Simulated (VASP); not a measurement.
# KI (zincblende type) (F-43m) in VASP: a series of runs

KI (zincblende type) is run at these levels: PBE; tasks: electric field gradients.

All numbers are computed with VASP 6.6.1; they aren't measurements. Logs are shortened: lines on timing, memory, paths and dates and some standing lists are left out, and cuts for length are marked.

### 1 The cell of the first run

The structure is cubic, space group F-43m (No. 216). The conventional cell has a = 8.120 Å, b = 8.120 Å, c = 8.120 Å, α = 90.00°, β = 90.00°, γ = 90.00°. Within 4.6 Å of K (site symmetry -43m) lie 4 I at 3.52 Å. Within 4.6 Å of I (site symmetry -43m) lie 4 K at 3.52 Å.

### 2 Electric field gradients, PBE (volume scaled by 1.05)

Input file INCAR:

```
PREC = Accurate
ENCUT = 520
EDIFF = 1E-8
ISMEAR = -1
SIGMA = 0.03
LREAL = False
LASPH = True
NELM = 80
ALGO = Normal
ISIF = 2
LWAVE = False
LCHARG = False
GGA = PE
LEFG = True
NBANDS = 15
```

Input file KPOINTS:

```
regular mesh
0
Gamma
  9 9 9
```

Input file POSCAR:

```
KI
1.0
    0.0000000000      4.0600582643      4.0600582643
    4.0600582643      0.0000000000      4.0600582643
    4.0600582643      4.0600582643      0.0000000000
K I
1 1
Direct
    0.0000000000      0.0000000000      0.0000000000
    0.2500000000      0.2500000000      0.2500000000
```

Potentials or basis: VASP PAW PBE potentials, release 64 (K_sv, I).

Started as:

```sh
> cat potpaw_PBE.64/K_sv/POTCAR potpaw_PBE.64/I/POTCAR > POTCAR
> mpirun -np 1 vasp_std > vasp.out
```

OUTCAR:

```text
PREC = Accurate
   ENCUT = 520
   EDIFF = 1E-8
   ISMEAR = -1
   LREAL = False
   LASPH = True
   NELM = 80
   ISIF = 2
   GGA = PE

 ion  position               nearest neighbor table
   1  0.000  0.000  0.000-   2 3.52   2 3.52   2 3.52   2 3.52
   2  0.250  0.250  0.250-   1 3.52   1 3.52   1 3.52   1 3.52

  LATTYP: Found a face centered cubic cell.
 ALAT       =     8.1201165286

  Lattice vectors:

 A1 = (   0.0000000000,   4.0600582643,   4.0600582643)
 A2 = (   4.0600582643,   0.0000000000,   4.0600582643)
 A3 = (   4.0600582643,   4.0600582643,   0.0000000000)

Analysis of symmetry for initial positions (statically):
=====================================================================
 Subroutine PRICEL returns:
 Original cell was already a primitive cell.

 Routine SETGRP: Setting up the symmetry group for a
 face centered cubic supercell.

 Subroutine GETGRP returns: Found 24 space group operations
 (whereof 24 operations were pure point group operations)
 out of a pool of 48 trial point group operations.

The static configuration has the point symmetry T_d .

Analysis of symmetry for dynamics (positions and initial velocities):
=====================================================================
 Subroutine PRICEL returns:
 Original cell was already a primitive cell.

 Routine SETGRP: Setting up the symmetry group for a
 face centered cubic supercell.

 Subroutine GETGRP returns: Found 24 space group operations
 (whereof 24 operations were pure point group operations)
 out of a pool of 48 trial point group operations.

The dynamic configuration has the point symmetry T_d .

 Subroutine INISYM returns: Found 24 space group operations
 (whereof 24 operations are pure point group operations),
 and found     1 'primitive' translations

----------------------------------------------------------------------------------------

                                     Primitive cell

  volume of cell :     133.8526

  direct lattice vectors                    reciprocal lattice vectors
     0.000000000  4.060058264  4.060058264    -0.123150942  0.123150942  0.123150942
     4.060058264  0.000000000  4.060058264     0.123150942 -0.123150942  0.123150942
     4.060058264  4.060058264  0.000000000     0.123150942  0.123150942 -0.123150942

  length of vectors
     5.741789461  5.741789461  5.741789461     0.213303689  0.213303689  0.213303689

  position of ions in fractional coordinates (direct lattice)
     0.000000000  0.000000000  0.000000000
     0.250000000  0.250000000  0.250000000

  ion indices of the primitive-cell ions
   primitive index   ion index
                 1           1
                 2           2

----------------------------------------------------------------------------------------

 KPOINTS: regular mesh

Automatic generation of k-mesh.
 Grid dimensions read from file:
 generate k-points for:    9    9    9

 Generating k-lattice:

  Cartesian coordinates                     Fractional coordinates (reciprocal lattice)
    -0.013683438  0.013683438  0.013683438     0.111111111  0.000000000  0.000000000
     0.013683438 -0.013683438  0.013683438     0.000000000  0.111111111  0.000000000
     0.013683438  0.013683438 -0.013683438     0.000000000  0.000000000  0.111111111

  Length of vectors
     0.023700410  0.023700410  0.023700410

  Shift w.r.t. Gamma in fractional coordinates (k-lattice)
     0.000000000  0.000000000  0.000000000

 Subroutine IBZKPT returns following result:
 ===========================================

 Found     35 irreducible k-points:

 Following reciprocal coordinates:
            Coordinates               Weight
  0.000000  0.000000  0.000000      1.000000
  0.111111  0.000000  0.000000      8.000000
  0.222222  0.000000  0.000000      8.000000
  0.333333  0.000000  0.000000      8.000000
  0.444444  0.000000  0.000000      8.000000
  0.111111  0.111111  0.000000      6.000000
[... 16 lines left out ...]
 -0.333333  0.333333  0.000000     12.000000
  0.444444  0.444444  0.000000      6.000000
 [... further k-points ...]
   k-points           NKPTS =     35   k-points in BZ     NKDIM =     35   number of bands    NBANDS=     15
   number of dos      NEDOS =    301   number of ions     NIONS =      2
   total plane-waves  NPLWV = 110592
   dimension x,y,z NGX =    48 NGY =   48 NGZ =   48
   dimension x,y,z NGXF=    96 NGYF=   96 NGZF=   96
   ions per type =               1   1
   NGX,Y,Z   is equivalent  to a cutoff of  13.90, 13.90, 13.90 a.u.
   NGXF,Y,Z  is equivalent  to a cutoff of  27.80, 27.80, 27.80 a.u.
 SYSTEM =  unknown system
   PREC   = accura    normal or accurate (medium, high low for compatibility)
   ISTART =      0    job   : 0-new  1-cont  2-samecut
   ICHARG =      2    charge: 1-file 2-atom 10-const
   ISPIN  =      1    spin polarized calculation?
   LNONCOLLINEAR =      F non collinear calculations
   LSORBIT =      F    spin-orbit coupling
   LASPH  =      T    aspherical Exc in radial PAW
   ENCUT  =  520.0 eV  38.22 Ry    6.18 a.u.  10.68 10.68 10.68*2*pi/ulx,y,z
   NELM   =     80;   NELMIN=  2; NELMDL= -5     # of ELM steps
   EDIFF  = 0.1E-07   stopping-criterion for ELM
   LREAL  =      F    real-space projection
   EDIFFG = 0.1E-06   stopping-criterion for IOM
   NSW    =      0    number of steps for IOM
   IBRION =     -1    ionic relax: 0-MD 1-quasi-New 2-CG
   NFREE  =      0    steps in history (QN), initial steepest desc. (CG)
   ISIF   =      2    stress and relaxation
   ISYM   =      2    0-nonsym 1-usesym 2-fastsym
   POTIM  = 0.5000    time-step for ionic-motion
   TEBEG  =    0.0;   TEEND  =   0.0 temperature during run
   PSTRESS=    0.0 pullay stress
   NELECT =      16.0000    total number of electrons
   NUPDOWN=      -1.0000    fix difference up-down
   EMIN   =  10.00;   EMAX   =-10.00  energy-range for DOS
   EFERMI =   0.00;   METHOD = LEGACY
   ISMEAR =    -1;   SIGMA  =   0.03  broadening in eV -4-tet -1-fermi 0-gaus
   EFERMI_NEDOS =   21; number of points for ismear=-14 and -15
   IALGO  =     38    algorithm
   IMIX   =      4    mixing-type and parameters
     AMIX     =   0.40;   BMIX     =  1.00
     AMIX_MAG =   1.60;   BMIX_MAG =  1.00
  volume/ion in A,a.u.               =      66.93       451.64
  Fermi-wavevector in a.u.,A,eV,Ry     =   0.806441  1.523952  8.848508  0.650347
  Thomas-Fermi vector in A             =   1.914874
   LORBIT       =      0    0 simple, 1 ext, 2 COOP (PROOUT), +10 PAW based schemes
   GGA     = PE    functional components
   LHFCALC =     F    Hartree Fock is set to
   AEXX    =    0.0000 exact exchange contribution
   IVDW    =     0    specifies the selected vdW correction
   LEPSILON=     F    determine dielectric tensor
   LRPA    =     F    only Hartree local field effects (RPA)
 non-spin polarized calculation
  energy-cutoff  :      520.00
  volume of cell :      133.85
 maximum number of plane-waves:      3647
 NGX is ok and might be reduce to    48
   NGX = 21   NGY = 21   NGZ = 21

 number of electron      15.9999999 magnetization

 Free energy of the ion-electron system (eV)
  ---------------------------------------------------
  ext. energy  EPLUGINS =         0.00000000
  ---------------------------------------------------
  free energy    TOTEN  =        -5.38227678 eV

  energy without entropy =       -5.38227678  energy(sigma->0) =       -5.38227678

 E-fermi :  -1.5996     XC(G=0):  -5.5121

 val. band max:       -2.3772818534   @ k =  -0.1111   0.1111   0.0000
 cond. band min:       1.4392476711   @ k =   0.0000   0.0000   0.0000
 fundamental gap:      3.8165295245
 Fermi energy:        -1.5995979718

 k-point     1 :       0.0000    0.0000    0.0000
  band No.  band energies     occupation
      1     -31.0245      2.00000
      2     -14.5092      2.00000
      3     -14.5092      2.00000
      4     -14.5092      2.00000
      5     -12.3678      2.00000
      6      -2.3788      2.00000
      7      -2.3788      2.00000
      8      -2.3788      2.00000
      9       1.4392      0.00000
     10       5.0699      0.00000
     11       5.0699      0.00000
     12       5.6064      0.00000
     13       5.6064      0.00000
     14       5.6064      0.00000
[... 401 lines left out ...]
      2     -14.5519      2.00000
      3     -14.5140      2.00000
      4     -14.5140      2.00000
      5     -12.2797      2.00000
      6      -2.7983      2.00000
      7      -2.4377      2.00000
      8      -2.4377      2.00000
      9       2.8823      0.00000
     10       3.8237      0.00000
     11       4.8896      0.00000
     12       5.8263      0.00000
     13       5.8263      0.00000
     14       6.1830      0.00000
     15       6.2601      0.00000

 [... further k-points ...]

------------------------ aborting loop because EDIFF is reached ----------------------------------------

  FORCE on cell =-STRESS in cart. coord.  units (eV):
  Direction    XX          YY          ZZ          XY          YZ          ZX
  --------------------------------------------------------------------------------------
  -------------------------------------------------------------------------------------
  Total       -0.2503958     -0.2503958     -0.2503958      0.0000000      0.0000000      0.0000000
  in kB       -2.9971664     -2.9971664     -2.9971664      0.0000000      0.0000000      0.0000000
  external PRESSURE =      -2.9971664 kB  Pullay stress =       0.0000000 kB

 VOLUME and BASIS-vectors are now :
 -----------------------------------------------------------------------------
  energy-cutoff  :      520.00
  volume of cell :      133.85
      direct lattice vectors                 reciprocal lattice vectors
     0.000000000  4.060058264  4.060058264    -0.123150942  0.123150942  0.123150942
     4.060058264  0.000000000  4.060058264     0.123150942 -0.123150942  0.123150942
     4.060058264  4.060058264  0.000000000     0.123150942  0.123150942 -0.123150942

 POSITION                                       TOTAL-FORCE (eV/Angst)
 -----------------------------------------------------------------------------------
      0.00000      0.00000      0.00000        -0.000000     -0.000000     -0.000000
      2.03003      2.03003      2.03003         0.000000      0.000000      0.000000
 -----------------------------------------------------------------------------------
    total drift:                               -0.000000     -0.000000     -0.000000

  FREE ENERGIE OF THE ION-ELECTRON SYSTEM (eV)
  ---------------------------------------------------
  free  energy   TOTEN  =        -5.3822767777 eV

  energy  without entropy=       -5.3822767777  energy(sigma->0) =       -5.38227678

 Electric field gradients (V/A^2)
---------------------------------------------------------------------
 ion       V_xx      V_yy      V_zz      V_xy      V_xz      V_yz
---------------------------------------------------------------------
   1       0.000    -0.000    -0.000     0.000     0.000     0.000
   2       0.000    -0.000     0.000     0.000     0.000     0.000
---------------------------------------------------------------------

 Electric field gradients after diagonalization (V/A^2)
 (convention: |V_zz| > |V_xx| > |V_yy|)
----------------------------------------------------------------------
 ion       V_xx      V_yy      V_zz     asymmetry (V_yy - V_xx)/ V_zz
----------------------------------------------------------------------
   1      -0.000    -0.000     0.001       0.000
   2      -0.000    -0.000     0.000       0.000
----------------------------------------------------------------------

           NMR quadrupolar parameters

 Cq : quadrupolar parameter    Cq=e*Q*V_zz/h
 eta: asymmetry parameters     (V_yy - V_xx)/ V_zz
 Q  : nuclear electric quadrupole moment in mb (millibarn)
----------------------------------------------------------------------
 ion       Cq(MHz)       eta       Q (mb)
----------------------------------------------------------------------
   1       0.000       0.000       1.000
   2       0.000       0.000       1.000
----------------------------------------------------------------------
```

Wall time 1.9 min (1 thread of Intel Xeon Platinum 8259CL at 2.50GHz (Skylake/Cascade Lake), shared host); peak memory 0.34 GiB.

What came out:

| Property | Result |
| --- | --- |
| Free energy | -5.3823 eV |
| Pressure | -0.3 GPa |
| Band gap on the k mesh | 3.82 eV, indirect (the least direct gap lies 1.5 meV higher) |

Caveat: without QUAD_EFG the Cq values of the log hold for a quadrupole moment of 1 mb, not for the nuclei; spin-orbit coupling is left out, which moves the levels of the heavy elements. A k mesh can miss the band edges.

[end of part 1 of 2]
